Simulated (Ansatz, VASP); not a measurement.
One calculation of HfC, two programs

```xyz
4
Lattice="3.2731 0.0000 0.0000 -1.6366 2.8346 0.0000 0.0000 0.0000 5.1722" Properties=species:S:1:pos:R:3 pbc="T T T"
Hf    1.6366    0.9449    3.8791
Hf    0.0000    1.8897    1.2930
C     0.0000    0.0000    0.0000
C     0.0000    0.0000    2.5861
```

Alike in both runs: task single point; functional PBE; k mesh 15 × 15 × 8; occupations gaussian, width 0.1 eV; no spin polarisation.

```csv
,VASP,Ansatz
version,VASP 6.6.1,Ansatz 0.2.0
potentials or method,"VASP PAW PBE potentials, release 64 (Hf_pv, C), cutoff 520 eV","scalar-relativistic, plane waves, PAW"
valence electrons in the cell,28,60
```

Ansatz gave:

* gap on the k mesh at the Fermi level (eV): none
* pressure (GPa): 11.5
* traceless stress, the component that is largest in VASP (GPa): -1.29

Q: Estimate VASP's values.

A: gap on the k mesh at the Fermi level (eV): none; pressure (GPa): 10.9; traceless stress, the component that is largest in VASP (GPa): -1.27.

A gap of «none» marks a metal or a gap that the smearing closes. VASP's potentials hold 28 valence electrons a cell and Ansatz's 60, so a difference there can come from the potentials and not from the codes.

Neither program's run includes spin-orbit coupling.
